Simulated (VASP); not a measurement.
# CoO (R-3m) in VASP: further runs, part 2 of 2

VASP 6.6.1. The steps go on from the part before.

### Step 3. Single point, PBE, collinear spin, ferromagnetic start

INCAR

```
  PREC = Accurate
  ENCUT = 520
  EDIFF = 1E-6
  ISMEAR = 0
  SIGMA = 0.1
  LREAL = F
  LASPH = T
  NELM = 150
  ALGO = Normal
  ISIF = 2
  LWAVE = F
  LCHARG = T
  ISPIN = 2
  MAGMOM = 4.5 2.5
  LORBIT = 11
  LMAXMIX = 4
  GGA = PE
  LELF = T
  LVHAR = T
  NBANDS = 18
```

KPOINTS

```
regular mesh
0
Gamma
  18 18 18
```

POSCAR

```
CoO
1.0
    1.5054695445      0.8691832468      2.4399269062
   -1.5054695445      0.8691832468      2.4399269062
    0.0000000000     -1.7383664936      2.4399269062
Co O
1 1
Direct
    0.0000000000      0.0000000000      0.0000000000
    0.5000000000      0.5000000000      0.5000000000
```

Potentials or basis: VASP PAW PBE potentials, release 64 (Co, O).

Launch:

```sh
$ cat potpaw_PBE.64/Co/POTCAR potpaw_PBE.64/O/POTCAR > POTCAR
$ mpirun -np 1 vasp_std > vasp.out
```

OUTCAR:

```text
PREC = Accurate
   ENCUT = 520
   EDIFF = 1E-6
   ISMEAR = 0
   LREAL = F
   LASPH = T
   NELM = 150
   ISIF = 2
   ISPIN = 2
   LORBIT = 11
   GGA = PE

 ion  position               nearest neighbor table
   1  0.000  0.000  0.000-   2 2.12   2 2.12   2 2.12   2 2.12   2 2.12   2 2.12
   2  0.500  0.500  0.500-   1 2.12   1 2.12   1 2.12   1 2.12   1 2.12   1 2.12

  LATTYP: Found a trigonal (rhomboedric) cell.
 ALAT       =     2.9958573687
 COS(alpha) =     0.4949531368

  Lattice vectors:

 A1 = (   1.5054695445,   0.8691832468,   2.4399269062)
 A2 = (  -1.5054695445,   0.8691832468,   2.4399269062)
 A3 = (   0.0000000000,  -1.7383664936,   2.4399269062)

Analysis of symmetry for initial positions (statically):
=====================================================================
 Subroutine PRICEL returns:
 Original cell was already a primitive cell.

 Routine SETGRP: Setting up the symmetry group for a
 trigonal (rhombohedral) supercell.

 Subroutine GETGRP returns: Found 12 space group operations
 (whereof 12 operations were pure point group operations)
 out of a pool of 12 trial point group operations.

The static configuration has the point symmetry D_3d.

Analysis of symmetry for dynamics (positions and initial velocities):
=====================================================================
 Subroutine PRICEL returns:
 Original cell was already a primitive cell.

 Routine SETGRP: Setting up the symmetry group for a
 trigonal (rhombohedral) supercell.

 Subroutine GETGRP returns: Found 12 space group operations
 (whereof 12 operations were pure point group operations)
 out of a pool of 12 trial point group operations.

The dynamic configuration has the point symmetry D_3d.

Analysis of structural, dynamic, and magnetic symmetry:
=====================================================================
 Subroutine PRICEL returns:
 Original cell was already a primitive cell.

 Routine SETGRP: Setting up the symmetry group for a
 trigonal (rhombohedral) supercell.

 Subroutine GETGRP returns: Found 12 space group operations
 (whereof 12 operations were pure point group operations)
 out of a pool of 12 trial point group operations.

The overall configuration has the point symmetry D_3d.

 Subroutine INISYM returns: Found 12 space group operations
 (whereof 12 operations are pure point group operations),
 and found     1 'primitive' translations

----------------------------------------------------------------------------------------

                                     Primitive cell

  volume of cell :      19.1563

  direct lattice vectors                    reciprocal lattice vectors
     1.505469544  0.869183247  2.439926906     0.332122295  0.191750896  0.136616114
    -1.505469544  0.869183247  2.439926906    -0.332122295  0.191750896  0.136616114
     0.000000000 -1.738366494  2.439926906     0.000000000 -0.383501793  0.136616114

  length of vectors
     2.995857369  2.995857369  2.995857369     0.407108816  0.407108816  0.407108816
[... 64 lines left out ...]
   number of dos      NEDOS =    301   number of ions     NIONS =      2
   total plane-waves  NPLWV =  13824
   dimension x,y,z NGX =    24 NGY =   24 NGZ =   24
   dimension x,y,z NGXF=    48 NGYF=   48 NGZF=   48
   ions per type =               1   1
   NGX,Y,Z   is equivalent  to a cutoff of  13.32, 13.32, 13.32 a.u.
   NGXF,Y,Z  is equivalent  to a cutoff of  26.64, 26.64, 26.64 a.u.
 SYSTEM =  unknown system
   PREC   = accura    normal or accurate (medium, high low for compatibility)
   ISTART =      0    job   : 0-new  1-cont  2-samecut
   ICHARG =      2    charge: 1-file 2-atom 10-const
   ISPIN  =      2    spin polarized calculation?
   LNONCOLLINEAR =      F non collinear calculations
   LSORBIT =      F    spin-orbit coupling
   LASPH  =      T    aspherical Exc in radial PAW
   ENCUT  =  520.0 eV  38.22 Ry    6.18 a.u.   5.57  5.57  5.57*2*pi/ulx,y,z
   NELM   =    150;   NELMIN=  2; NELMDL= -5     # of ELM steps
   EDIFF  = 0.1E-05   stopping-criterion for ELM
   LREAL  =      F    real-space projection
   EDIFFG = 0.1E-04   stopping-criterion for IOM
   NSW    =      0    number of steps for IOM
   IBRION =     -1    ionic relax: 0-MD 1-quasi-New 2-CG
   NFREE  =      0    steps in history (QN), initial steepest desc. (CG)
   ISIF   =      2    stress and relaxation
   ISYM   =      2    0-nonsym 1-usesym 2-fastsym
   POTIM  = 0.5000    time-step for ionic-motion
   TEBEG  =    0.0;   TEEND  =   0.0 temperature during run
   PSTRESS=    0.0 pullay stress
   NELECT =      15.0000    total number of electrons
   NUPDOWN=      -1.0000    fix difference up-down
   EMIN   =  10.00;   EMAX   =-10.00  energy-range for DOS
   EFERMI =   0.00;   METHOD = LEGACY
   ISMEAR =     0;   SIGMA  =   0.10  broadening in eV -4-tet -1-fermi 0-gaus
   EFERMI_NEDOS =   21; number of points for ismear=-14 and -15
   IALGO  =     38    algorithm
   IMIX   =      4    mixing-type and parameters
     AMIX     =   0.40;   BMIX     =  1.00
     AMIX_MAG =   1.60;   BMIX_MAG =  1.00
  volume/ion in A,a.u.               =       9.58        64.64
  Fermi-wavevector in a.u.,A,eV,Ry     =   1.508927  2.851458 30.978555  2.276860
  Thomas-Fermi vector in A             =   2.619316
   LORBIT       =     11    0 simple, 1 ext, 2 COOP (PROOUT), +10 PAW based schemes
   GGA     = PE    functional components
   LHFCALC =     F    Hartree Fock is set to
   AEXX    =    0.0000 exact exchange contribution
   IVDW    =     0    specifies the selected vdW correction
   LEPSILON=     F    determine dielectric tensor
   LRPA    =     F    only Hartree local field effects (RPA)
 spin polarized calculation
 Gauss-broadening in eV      SIGMA  =   0.10
  energy-cutoff  :      520.00
  volume of cell :       19.16
 maximum number of plane-waves:       534
   NGX = 11   NGY = 11   NGZ = 11

 number of electron      15.0000005 magnetization       2.8885171

 Free energy of the ion-electron system (eV)
  ---------------------------------------------------
  ext. energy  EPLUGINS =         0.00000000
  ---------------------------------------------------
  free energy    TOTEN  =       -13.05658174 eV

  energy without entropy =      -13.03479227  energy(sigma->0) =      -13.04568700

 E-fermi :   8.0265     XC(G=0): -12.4585

 val. band max:        8.0264900925   @ k =   0.5000   0.2778   0.1111
 cond. band min:       8.0265034234   @ k =  -0.2778   0.1667  -0.0000
 fundamental gap:      0.0000133308
 Fermi energy:         8.0264931597

 spin component 1

 k-point     1 :       0.0000    0.0000    0.0000
  band No.  band energies     occupation
      1     -12.2378      1.00000
      2       4.7649      1.00000
      3       4.7649      1.00000
      4       4.8636      1.00000
      5       4.8636      1.00000
      6       4.9120      1.00000
[... 493 lines left out ...]
     17      35.1454      0.00000
     18      37.0677      0.00000

 [... further k-points ...]

 spin component 2

 k-point     1 :       0.0000    0.0000    0.0000
  band No.  band energies     occupation
      1     -11.7432      1.00000
      2       5.4141      1.00000
      3       5.4141      1.00000
      4       5.4679      1.00000
      5       6.9046      1.00000
      6       6.9046      1.00000
[... 493 lines left out ...]
     17      35.6017      0.00000
     18      37.8263      0.00000

 [... further k-points ...]
[... 5 lines left out ...]
  --------------------------------------------------------------------------------------
  -------------------------------------------------------------------------------------
  Total       -0.0406274     -0.0406274     -0.1014605      0.0000000      0.0000000      0.0000000
  in kB       -3.3979581     -3.3979581     -8.4858688      0.0000000      0.0000000      0.0000000
  external PRESSURE =      -5.0939283 kB  Pullay stress =       0.0000000 kB

 VOLUME and BASIS-vectors are now :
 -----------------------------------------------------------------------------
  energy-cutoff  :      520.00
  volume of cell :       19.16
      direct lattice vectors                 reciprocal lattice vectors
     1.505469544  0.869183247  2.439926906     0.332122295  0.191750896  0.136616114
    -1.505469544  0.869183247  2.439926906    -0.332122295  0.191750896  0.136616114
     0.000000000 -1.738366494  2.439926906     0.000000000 -0.383501793  0.136616114

 POSITION                                       TOTAL-FORCE (eV/Angst)
 -----------------------------------------------------------------------------------
      0.00000      0.00000      0.00000        -0.000000     -0.000000      0.000000
      0.00000      0.00000      3.65989         0.000000      0.000000     -0.000000
 -----------------------------------------------------------------------------------
    total drift:                               -0.000000      0.000000     -0.000000

  FREE ENERGIE OF THE ION-ELECTRON SYSTEM (eV)
  ---------------------------------------------------
  free  energy   TOTEN  =       -13.0565817382 eV

  energy  without entropy=      -13.0347922684  energy(sigma->0) =      -13.04568700

 total charge

# of ion       s       p       d       tot
------------------------------------------
    1        0.296   0.362   7.150   7.808
    2        1.556   3.427   0.000   4.983
--------------------------------------------------
tot          1.852   3.789   7.150  12.791

 magnetization (x)

# of ion       s       p       d       tot
------------------------------------------
    1        0.021   0.018   2.506   2.544
    2        0.029   0.265   0.000   0.294
--------------------------------------------------
tot          0.049   0.283   2.506   2.838
```

OSZICAR:

```text
N       E                     dE             d eps       ncg     rms          rms(c)
DAV:   1     0.825870514431E+02    0.82587E+02   -0.75068E+03 43372   0.104E+03
DAV:   2    -0.816440280618E+01   -0.90751E+02   -0.77872E+02 44108   0.224E+02
DAV:   3    -0.130902736930E+02   -0.49259E+01   -0.48360E+01 48126   0.558E+01
DAV:   4    -0.131399726477E+02   -0.49699E-01   -0.49660E-01 51500   0.534E+00
DAV:   5    -0.131410838677E+02   -0.11112E-02   -0.11110E-02 51476   0.793E-01    0.203E+01
DAV:   6    -0.148690657446E+02   -0.17280E+01   -0.14409E+01 52428   0.610E+01    0.202E+01
DAV:   7    -0.130708070957E+02    0.17983E+01   -0.94138E+00 52204   0.528E+01    0.812E+00
DAV:   8    -0.131047066006E+02   -0.33900E-01   -0.38823E-01 56204   0.678E+00    0.583E+00
DAV:   9    -0.130507090926E+02    0.53998E-01   -0.25940E-01 57240   0.919E+00    0.304E+00
DAV:  10    -0.130572691530E+02   -0.65601E-02   -0.10616E-01 65636   0.427E+00    0.228E+00
DAV:  11    -0.130556768078E+02    0.15923E-02   -0.55487E-02 56430   0.482E+00    0.445E-01
DAV:  12    -0.130564990424E+02   -0.82223E-03   -0.89497E-03 56548   0.893E-01    0.263E-01
DAV:  13    -0.130565639233E+02   -0.64881E-04   -0.30840E-04 58656   0.297E-01    0.130E-01
DAV:  14    -0.130565758217E+02   -0.11898E-04   -0.11068E-04 54400   0.140E-01    0.268E-02
DAV:  15    -0.130565809098E+02   -0.50881E-05   -0.15568E-05 56994   0.440E-02    0.260E-02
DAV:  16    -0.130565814053E+02   -0.49544E-06   -0.14101E-05 55562   0.614E-02    0.160E-02
DAV:  17    -0.130565817382E+02   -0.33292E-06   -0.19471E-06 34846   0.110E-02
   1 F= -.13056582E+02 E0= -.13045687E+02  d E =-.217895E-01  mag=     2.8882
```

stdout:

```text
POSCAR found type information on POSCAR CoO
 POSCAR found :  2 types and       2 ions
 scaLAPACK will be used
 LDA part: xc-table for (Slater+PW92), standard interpolation
 POSCAR, INCAR and KPOINTS ok, starting setup
 FFT: planning ... GRIDC
 FFT: planning ... GRID_SOFT
 FFT: planning ... GRID
 WAVECAR not read
 entering main loop
```

Run time: 10 min. Hardware: 1 thread of Intel Xeon Platinum 8375C at 2.90GHz (Ice Lake), shared host; peak memory 0.4 GiB.

What came out:

| Property | Result |
| --- | --- |
| Free energy | -13.0566 eV |
| Pressure | -0.5 GPa |
| Net moment | 2.89 μB per cell |
| Site moments | Co +2.54; O +0.29 μB |
| Valence electrons inside the program's atomic spheres | Co 7.81; O 4.98 |

Stress tensor (GPa, compression positive):
```
-0.34  0.00  0.00
 0.00 -0.34  0.00
 0.00  0.00 -0.85
```

Levels at points of the mesh, in eV from the Fermi level:
Spin up:
| k point | band 7 | band 8 | band 9 | band 10 | band 11 | band 12 |
| --- | --- | --- | --- | --- | --- | --- |
| (0.00, 0.00, 0.00) | -3.09 | -3.09 | -3.03 | 1.05 | 16.89 | 18.14 |
| (0.50, 0.00, 0.00) | -1.80 | 0.13 | 0.14 | 5.11 | 9.40 | 13.49 |
| (0.50, 0.50, 0.00) | -2.39 | -2.06 | -2.04 | 5.93 | 9.88 | 11.73 |
| (0.50, 0.50, 0.50) | -1.75 | 0.14 | 0.14 | 5.05 | 9.52 | 13.40 |
Spin down:
```
           k point  band 3  band 4  band 5  band 6  band 7  band 8  band 9  band 10
(0.00, 0.00, 0.00)   -2.61   -2.56   -1.12   -1.12   -1.10    0.05    0.05     1.59
(0.50, 0.00, 0.00)   -4.69   -4.64   -0.15   -0.13    0.18    2.71    2.73     5.39
(0.50, 0.50, 0.00)   -3.88   -3.83   -2.25    0.12    0.13    0.53    1.00     6.78
(0.50, 0.50, 0.50)   -4.71   -4.71   -0.11   -0.11    0.18    2.73    2.73     5.33
```

Caveat: a cell with one magnetic atom can't hold antiferromagnetic order, which such compounds often take; semilocal functionals often make such compounds metallic where correlation or magnetic order opens a gap, which also shifts bond lengths.
